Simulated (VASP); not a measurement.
# Al3Ni2 (P-3m1) in VASP: further runs

The runs below take Al3Ni2 through single point, with r2SCAN.

Program: VASP 6.6.1. These are calculated values, not measurements. Logs are shortened: lines on timing, memory, paths and dates and some standing lists are left out, and cuts for length are marked.

### Step 1. The cell of the first run

It takes space group P-3m1 (No. 164, trigonal). Conventional cell: a = 4.207 Å, b = 4.207 Å, c = 4.618 Å, α = 90.00°, β = 90.00°, γ = 120.00°. Within 3.3 Å of Al (site symmetry -3m) lie 6 Ni at 2.52 Å and 6 Al at 2.92 Å. Within 3.0 Å of Al (site symmetry 3m) lie 5 Ni at 2.30 to 2.61 Å and 6 Al at 2.79 to 2.92 Å. Ni (site symmetry 3m) has 8 Al at 2.30 to 2.61 Å and 3 Ni at 2.78 Å within 3.0 Å.

### Step 2. Single point, r2SCAN (strain +0.050 along x and y, -0.050 along z)

Input file POSCAR:

```
Al3Ni2
1.0
    4.2070574305      0.0000000000      0.0000000000
   -2.1035287153      3.6434186099      0.0000000000
    0.0000000000      0.0000000000      4.6184506801
Al Ni
3 2
Direct
    0.0000000000      0.0000000000      0.0000000000
    0.3333333333      0.6666666667      0.6484376367
    0.6666666667      0.3333333333      0.3515623633
    0.3333333333      0.6666666667      0.1462123372
    0.6666666667      0.3333333333      0.8537876628
```

Input file INCAR.step1:

```
SYSTEM = Al3Ni2
  PREC = Accurate
  ENCUT = 520
  ISMEAR = 0
  SIGMA = 0.15
  LREAL = .False.
  LASPH = .True.
  NELM = 80
  NBANDS = 22
  GGA = PE
  ALGO = Normal
  EDIFF = 1E-4
  LWAVE = .True.
  LCHARG = .False.
```

Input file INCAR.step2:

```
SYSTEM = Al3Ni2
  PREC = Accurate
  ENCUT = 520
  EDIFF = 1E-7
  ISMEAR = 0
  SIGMA = 0.15
  LREAL = .False.
  LASPH = .True.
  NELM = 80
  ALGO = Normal
  ISIF = 2
  LWAVE = .False.
  LCHARG = .True.
  METAGGA = R2SCAN
  LMIXTAU = .True.
  LELF = .True.
  LVHAR = .True.
  NBANDS = 22
  ISTART = 1
```

Input file KPOINTS:

```
regular mesh
0
Gamma
  12 12 10
  0 0 0
```

Potentials or basis: VASP PAW PBE potentials, release 64 (Al, Ni).

On the command line:

```console
$ cat potpaw_PBE.64/Al/POTCAR potpaw_PBE.64/Ni/POTCAR > POTCAR
$ cp INCAR.step1 INCAR
$ mpirun -np 1 vasp_std > vasp.out
$ cp INCAR.step2 INCAR
$ mpirun -np 1 vasp_std > vasp.out
```

OUTCAR:

```text
SYSTEM = Al3Ni2
   PREC = Accurate
   ENCUT = 520
   EDIFF = 1E-7
   ISMEAR = 0
   LREAL = .False.
   LASPH = .True.
   NELM = 80
   ISIF = 2
   METAGGA = R2SCAN
   ISTART = 1

 ion  position               nearest neighbor table
   1  0.000  0.000  0.000-   4 2.52   5 2.52   4 2.52   5 2.52   5 2.52   4 2.52   2 2.92   3 2.92
                             2 2.92   3 2.92   2 2.92   3 2.92
   2  0.333  0.667  0.648-   4 2.30   4 2.32   5 2.61   5 2.61   5 2.61   3 2.79   3 2.79   3 2.79
                             1 2.92   1 2.92   1 2.92
   3  0.667  0.333  0.352-   5 2.30   5 2.32   4 2.61   4 2.61   4 2.61   2 2.79   2 2.79   2 2.79
                             1 2.92   1 2.92   1 2.92
   4  0.333  0.667  0.146-   2 2.30   2 2.32   1 2.52   1 2.52   1 2.52   3 2.61   3 2.61   3 2.61
                             5 2.78   5 2.78   5 2.78
   5  0.667  0.333  0.854-   3 2.30   3 2.32   1 2.52   1 2.52   1 2.52   2 2.61   2 2.61   2 2.61
                             4 2.78   4 2.78   4 2.78

  LATTYP: Found a hexagonal cell.
 ALAT       =     4.2070574305
 C/A-ratio  =     1.0977864592

  Lattice vectors:

 A1 = (   4.2070574305,   0.0000000000,   0.0000000000)
 A2 = (  -2.1035287153,   3.6434186099,   0.0000000000)
 A3 = (   0.0000000000,   0.0000000000,   4.6184506801)

Analysis of symmetry for initial positions (statically):
=====================================================================
 Subroutine PRICEL returns:
 Original cell was already a primitive cell.

 Routine SETGRP: Setting up the symmetry group for a
 hexagonal supercell.

 Subroutine GETGRP returns: Found 12 space group operations
 (whereof 12 operations were pure point group operations)
 out of a pool of 24 trial point group operations.

The static configuration has the point symmetry D_3d.

Analysis of symmetry for dynamics (positions and initial velocities):
=====================================================================
 Subroutine PRICEL returns:
 Original cell was already a primitive cell.

 Routine SETGRP: Setting up the symmetry group for a
 hexagonal supercell.

 Subroutine GETGRP returns: Found 12 space group operations
 (whereof 12 operations were pure point group operations)
 out of a pool of 24 trial point group operations.

The dynamic configuration has the point symmetry D_3d.

 Subroutine INISYM returns: Found 12 space group operations
 (whereof 12 operations are pure point group operations),
 and found     1 'primitive' translations

----------------------------------------------------------------------------------------
[... 97 lines left out ...]
   ENCUT  =  520.0 eV  38.22 Ry    6.18 a.u.   7.82  7.82  8.59*2*pi/ulx,y,z
   NELM   =     80;   NELMIN=  2; NELMDL=  0     # of ELM steps
   EDIFF  = 0.1E-06   stopping-criterion for ELM
   LREAL  =      F    real-space projection
   EDIFFG = 0.1E-05   stopping-criterion for IOM
   NSW    =      0    number of steps for IOM
   IBRION =     -1    ionic relax: 0-MD 1-quasi-New 2-CG
   NFREE  =      0    steps in history (QN), initial steepest desc. (CG)
   ISIF   =      2    stress and relaxation
   ISYM   =      2    0-nonsym 1-usesym 2-fastsym
   POTIM  = 0.5000    time-step for ionic-motion
   TEBEG  =    0.0;   TEEND  =   0.0 temperature during run
   PSTRESS=    0.0 pullay stress
   NELECT =      29.0000    total number of electrons
   NUPDOWN=      -1.0000    fix difference up-down
   EMIN   =  10.00;   EMAX   =-10.00  energy-range for DOS
   EFERMI =   0.00;   METHOD = LEGACY
   ISMEAR =     0;   SIGMA  =   0.15  broadening in eV -4-tet -1-fermi 0-gaus
   EFERMI_NEDOS =   21; number of points for ismear=-14 and -15
   IALGO  =     38    algorithm
   IMIX   =      4    mixing-type and parameters
     AMIX     =   0.40;   BMIX     =  1.00
     AMIX_MAG =   1.60;   BMIX_MAG =  1.00
  volume/ion in A,a.u.               =      14.16        95.55
  Fermi-wavevector in a.u.,A,eV,Ry     =   1.215849  2.297621 20.113332  1.478288
  Thomas-Fermi vector in A             =   2.351222
   LORBIT       =      0    0 simple, 1 ext, 2 COOP (PROOUT), +10 PAW based schemes
   METAGGA = R2SCAN    functional components
   LHFCALC =     F    Hartree Fock is set to
   AEXX    =    0.0000 exact exchange contribution
   IVDW    =     0    specifies the selected vdW correction
   LEPSILON=     F    determine dielectric tensor
   LRPA    =     F    only Hartree local field effects (RPA)
 non-spin polarized calculation
 Gauss-broadening in eV      SIGMA  =   0.15
  energy-cutoff  :      520.00
  volume of cell :       70.79
 maximum number of plane-waves:      1926
   NGX = 15   NGY = 15   NGZ = 17

 number of electron      28.9999977 magnetization

 Free energy of the ion-electron system (eV)
  ---------------------------------------------------
  ext. energy  EPLUGINS =         0.00000000
  ---------------------------------------------------
  free energy    TOTEN  =       -46.94282311 eV

  energy without entropy =      -46.92762191  energy(sigma->0) =      -46.93522251

 E-fermi :   7.8840     XC(G=0): -11.8199

 val. band max:        7.8670548988   @ k =   0.0833   0.0833   0.0000
 cond. band min:       7.9117855087   @ k =   0.2500   0.0833   0.5000
 fundamental gap:      0.0447306099
 Fermi energy:         7.8840230606

 k-point     1 :       0.0000    0.0000    0.0000
  band No.  band energies     occupation
      1      -2.8254      2.00000
      2       3.0980      2.00000
      3       3.6199      2.00000
      4       4.4301      2.00000
      5       4.4302      2.00000
      6       5.0540      2.00000
[... 589 lines left out ...]
     21      13.4885      0.00000
     22      14.1906      0.00000

 [... further k-points ...]
[... 5 lines left out ...]
  --------------------------------------------------------------------------------------
  -------------------------------------------------------------------------------------
  Total       -5.6087144     -5.6087144      5.5401328      0.0000000     -0.0000000      0.0000000
  in kB     -126.9375427   -126.9375427    125.3853908      0.0000000     -0.0000000      0.0000000
  external PRESSURE =     -42.8298982 kB  Pullay stress =       0.0000000 kB

 VOLUME and BASIS-vectors are now :
 -----------------------------------------------------------------------------
  energy-cutoff  :      520.00
  volume of cell :       70.79
      direct lattice vectors                 reciprocal lattice vectors
     4.207057430  0.000000000  0.000000000     0.237695828  0.137233750  0.000000000
    -2.103528715  3.643418610  0.000000000     0.000000000  0.274467501  0.000000000
     0.000000000  0.000000000  4.618450680     0.000000000  0.000000000  0.216522828

 POSITION                                       TOTAL-FORCE (eV/Angst)
 -----------------------------------------------------------------------------------
      0.00000      0.00000      0.00000         0.000000      0.000000      0.000000
     -0.00000      2.42895      2.99478        -0.000000      0.000000     -0.091860
      2.10353      1.21447      1.62367        -0.000000      0.000000      0.091860
     -0.00000      2.42895      0.67527         0.000000      0.000000     -0.127705
      2.10353      1.21447      3.94318         0.000000     -0.000000      0.127705
 -----------------------------------------------------------------------------------
    total drift:                               -0.000000      0.000000      0.000000

  FREE ENERGIE OF THE ION-ELECTRON SYSTEM (eV)
  ---------------------------------------------------
  free  energy   TOTEN  =       -46.9428231096 eV

  energy  without entropy=      -46.9276219120  energy(sigma->0) =      -46.93522251
```

OSZICAR.step1:

```text
N       E                     dE             d eps       ncg     rms          rms(c)
DAV:   1     0.136616684503E+03    0.13662E+03   -0.11718E+04  7128   0.132E+03
DAV:   2    -0.209482595622E+02   -0.15756E+03   -0.14896E+03  7176   0.268E+02
DAV:   3    -0.277567873005E+02   -0.68085E+01   -0.66480E+01  8766   0.706E+01
DAV:   4    -0.279051590173E+02   -0.14837E+00   -0.14822E+00  8376   0.933E+00
DAV:   5    -0.279105948742E+02   -0.54359E-02   -0.54355E-02  8932   0.191E+00    0.175E+01
DAV:   6    -0.340141510783E+02   -0.61036E+01   -0.70789E+01  8250   0.148E+02    0.263E+01
DAV:   7    -0.250915664397E+02    0.89226E+01   -0.23534E+01  8276   0.899E+01    0.319E+00
DAV:   8    -0.249784391276E+02    0.11313E+00   -0.23091E+00 10772   0.169E+01    0.247E+00
DAV:   9    -0.249103694414E+02    0.68070E-01   -0.30777E-01  8692   0.886E+00    0.725E-01
DAV:  10    -0.249057841838E+02    0.45853E-02   -0.18785E-02 10842   0.207E+00    0.286E-01
DAV:  11    -0.249058855435E+02   -0.10136E-03   -0.11248E-03  8280   0.241E-01    0.994E-02
DAV:  12    -0.249058816778E+02    0.38656E-05   -0.60942E-05  5118   0.804E-02
   1 F= -.24905882E+02 E0= -.24897041E+02  d E =-.176807E-01
```

Run time: 6.4 min. Hardware: 1 thread of Intel Xeon 6975P-C (Granite Rapids), shared host; peak memory 0.35 GiB.

Results:

- Free energy: -46.9428 eV
- Pressure: -4.3 GPa
- Largest force: 0.128 eV/Å
- Band gap on the k mesh: zero (an odd number of electrons rules out a gap without spin polarisation)

Forces in eV/Å, atoms in the order of the input:
```
Al   0.000  0.000  0.000
Al   0.000  0.000 -0.092
Al   0.000  0.000  0.092
Ni   0.000  0.000 -0.128
Ni   0.000  0.000  0.128
```

Levels at points of the mesh, in eV from the Fermi level:
| k point | band 13 | band 14 | band 15 | band 16 | band 17 | band 18 |
| --- | --- | --- | --- | --- | --- | --- |
| (0.00, 0.00, 0.00) | -1.20 | 0.78 | 0.78 | 2.66 | 2.66 | 3.91 |
| (0.50, 0.00, 0.00) | -1.46 | -1.20 | -0.88 | 1.83 | 1.94 | 2.86 |
| (0.00, 0.00, 0.50) | 2.55 | 2.55 | 2.57 | 2.57 | 3.41 | 4.00 |
| (0.50, 0.00, 0.50) | -1.55 | -0.95 | -0.41 | 1.59 | 1.94 | 2.83 |

Caveat: the cell differs from its parent crystal (strain +0.050 along x and y, -0.050 along z); the cell stands under tension; the PAW data sets were made with another functional, which shifts forces and pressure a little. Spin polarisation is off, so any magnetic state and its effect on volume and gap are missing.

### Step 3. Single point, r2SCAN (strain +0.000 along x and y, +0.050 along z)

Edit POSCAR of step 2 so:

```diff
@@ -2,5 +2,5 @@
 1.0
-    4.2070574305      0.0000000000      0.0000000000
-   -2.1035287153      3.6434186099      0.0000000000
-    0.0000000000      0.0000000000      4.6184506801
+    4.0067213623      0.0000000000      0.0000000000
+   -2.0033606812      3.4699224857      0.0000000000
+    0.0000000000      0.0000000000      5.1046033833
 Al Ni
```

Input file INCAR.step1:

```
ALGO = Normal
EDIFF = 1E-4
ENCUT = 520
GGA = PE
ISMEAR = 0
LASPH = T
LCHARG = F
LREAL = F
LWAVE = T
NBANDS = 22
NELM = 60
PREC = Accurate
SIGMA = 0.15
```

Input file INCAR.step2:

```
ALGO = Normal
EDIFF = 1E-7
ENCUT = 520
ISIF = 2
ISMEAR = 0
ISTART = 1
LASPH = T
LCHARG = F
LMIXTAU = T
LREAL = F
LWAVE = F
METAGGA = R2SCAN
NBANDS = 22
NELM = 60
PREC = Accurate
SIGMA = 0.15
```

Input file KPOINTS:

```
k-points
0
Gamma
  12 12 10
```

Potentials or basis: VASP PAW PBE potentials, release 64 (Al, Ni).

On the command line:

```console
$ cat potpaw_PBE.64/Al/POTCAR potpaw_PBE.64/Ni/POTCAR > POTCAR
$ cp INCAR.step1 INCAR
$ mpirun -np 1 vasp_std > vasp.out
$ cp INCAR.step2 INCAR
$ mpirun -np 1 vasp_std > vasp.out
```

OUTCAR:

```text
EDIFF = 1E-7
   ENCUT = 520
   ISIF = 2
   ISMEAR = 0
   ISTART = 1
   LASPH = T
   LREAL = F
   METAGGA = R2SCAN
   NELM = 60
   PREC = Accurate

 ion  position               nearest neighbor table
   1  0.000  0.000  0.000-   4 2.43   5 2.43   5 2.43   4 2.43   5 2.43   4 2.43   2 2.93   3 2.93
                             2 2.93   3 2.93   3 2.93   2 2.93
   2  0.333  0.667  0.648-   5 2.54   5 2.54   5 2.54   4 2.54   4 2.56   3 2.77   3 2.77   3 2.77
                             1 2.93   1 2.93   1 2.93
   3  0.667  0.333  0.352-   4 2.54   4 2.54   4 2.54   5 2.54   5 2.56   2 2.77   2 2.77   2 2.77
                             1 2.93   1 2.93   1 2.93
   4  0.333  0.667  0.146-   1 2.43   1 2.43   1 2.43   3 2.54   3 2.54   3 2.54   2 2.54   2 2.56
                             5 2.75   5 2.75   5 2.75
   5  0.667  0.333  0.854-   1 2.43   1 2.43   1 2.43   2 2.54   2 2.54   2 2.54   3 2.54   3 2.56
                             4 2.75   4 2.75   4 2.75

  LATTYP: Found a hexagonal cell.
 ALAT       =     4.0067213623
 C/A-ratio  =     1.2740100750

  Lattice vectors:

 A1 = (   4.0067213623,   0.0000000000,   0.0000000000)
 A2 = (  -2.0033606812,   3.4699224857,   0.0000000000)
 A3 = (   0.0000000000,   0.0000000000,   5.1046033833)

Analysis of symmetry for initial positions (statically):
=====================================================================
 Subroutine PRICEL returns:
 Original cell was already a primitive cell.

 Routine SETGRP: Setting up the symmetry group for a
 hexagonal supercell.

 Subroutine GETGRP returns: Found 12 space group operations
 (whereof 12 operations were pure point group operations)
 out of a pool of 24 trial point group operations.

The static configuration has the point symmetry D_3d.

Analysis of symmetry for dynamics (positions and initial velocities):
=====================================================================
 Subroutine PRICEL returns:
[... 129 lines left out ...]
   EFERMI =   0.00;   METHOD = LEGACY
   ISMEAR =     0;   SIGMA  =   0.15  broadening in eV -4-tet -1-fermi 0-gaus
   EFERMI_NEDOS =   21; number of points for ismear=-14 and -15
   IALGO  =     38    algorithm
   IMIX   =      4    mixing-type and parameters
     AMIX     =   0.40;   BMIX     =  1.00
     AMIX_MAG =   1.60;   BMIX_MAG =  1.00
  volume/ion in A,a.u.               =      14.19        95.78
  Fermi-wavevector in a.u.,A,eV,Ry     =   1.214835  2.295705 20.079796  1.475823
  Thomas-Fermi vector in A             =   2.350241
   LORBIT       =      0    0 simple, 1 ext, 2 COOP (PROOUT), +10 PAW based schemes
   METAGGA = R2SCAN    functional components
   LHFCALC =     F    Hartree Fock is set to
   AEXX    =    0.0000 exact exchange contribution
   IVDW    =     0    specifies the selected vdW correction
   LEPSILON=     F    determine dielectric tensor
   LRPA    =     F    only Hartree local field effects (RPA)
 non-spin polarized calculation
 Gauss-broadening in eV      SIGMA  =   0.15
  energy-cutoff  :      520.00
  volume of cell :       70.97
 maximum number of plane-waves:      1934
 NGX is ok and might be reduce to    30
   NGX = 15   NGY = 15   NGZ = 19

 number of electron      28.9999990 magnetization

 Free energy of the ion-electron system (eV)
  ---------------------------------------------------
  ext. energy  EPLUGINS =         0.00000000
  ---------------------------------------------------
  free energy    TOTEN  =       -47.20822160 eV

  energy without entropy =      -47.19389773  energy(sigma->0) =      -47.20105966

 E-fermi :   7.9384     XC(G=0): -11.8211

 val. band max:        7.9376393371   @ k =   0.1667   0.1667   0.5000
 cond. band min:       7.9390054645   @ k =   0.0000   0.2500   0.2000
 fundamental gap:      0.0013661274
 Fermi energy:         7.9384111461

 k-point     1 :       0.0000    0.0000    0.0000
  band No.  band energies     occupation
      1      -2.8612      2.00000
      2       2.4104      2.00000
      3       2.7527      2.00000
      4       4.3905      2.00000
      5       4.3905      2.00000
      6       5.0373      2.00000
[... 589 lines left out ...]
     21      14.3943      0.00000
     22      14.6841      0.00000

 [... further k-points ...]
[... 5 lines left out ...]
  --------------------------------------------------------------------------------------
  -------------------------------------------------------------------------------------
  Total       -1.5445223     -1.5445223     -5.6512586      0.0000000     -0.0000000      0.0000000
  in kB      -34.8685461    -34.8685461   -127.5806589      0.0000000     -0.0000000      0.0000000
  external PRESSURE =     -65.7725837 kB  Pullay stress =       0.0000000 kB

 VOLUME and BASIS-vectors are now :
 -----------------------------------------------------------------------------
  energy-cutoff  :      520.00
  volume of cell :       70.97
      direct lattice vectors                 reciprocal lattice vectors
     4.006721362  0.000000000  0.000000000     0.249580620  0.144095438  0.000000000
    -2.003360681  3.469922486  0.000000000     0.000000000  0.288190876  0.000000000
     0.000000000  0.000000000  5.104603383     0.000000000  0.000000000  0.195901606

 POSITION                                       TOTAL-FORCE (eV/Angst)
 -----------------------------------------------------------------------------------
      0.00000      0.00000      0.00000         0.000000      0.000000     -0.000000
     -0.00000      2.31328      3.31002        -0.000000      0.000000      0.149760
      2.00336      1.15664      1.79459        -0.000000     -0.000000     -0.149760
     -0.00000      2.31328      0.74636        -0.000000      0.000000      0.038113
      2.00336      1.15664      4.35825         0.000000     -0.000000     -0.038113
 -----------------------------------------------------------------------------------
    total drift:                               -0.000000      0.000000      0.000000

  FREE ENERGIE OF THE ION-ELECTRON SYSTEM (eV)
  ---------------------------------------------------
  free  energy   TOTEN  =       -47.2082215969 eV

  energy  without entropy=      -47.1938977253  energy(sigma->0) =      -47.20105966
```

Run time: 8.8 min. Hardware: 1 thread of Intel Xeon 6975P-C (Granite Rapids), shared host; peak memory 0.35 GiB.

What came out:

```
Free energy            : -47.2082 eV
Pressure               : -6.6 GPa
Largest force          : 0.150 eV/Å
Band gap on the k mesh : zero (an odd number of electrons rules out a gap without spin polarisation)
```

Forces in eV/Å, atoms in the order of the input:
```
Al   0.000  0.000  0.000
Al   0.000  0.000  0.150
Al   0.000  0.000 -0.150
Ni   0.000  0.000  0.038
Ni   0.000  0.000 -0.038
```

Caveat: the cell differs from its parent crystal (strain +0.000 along x and y, +0.050 along z); the cell stands under tension; the PAW data sets were made with another functional, which shifts forces and pressure a little.
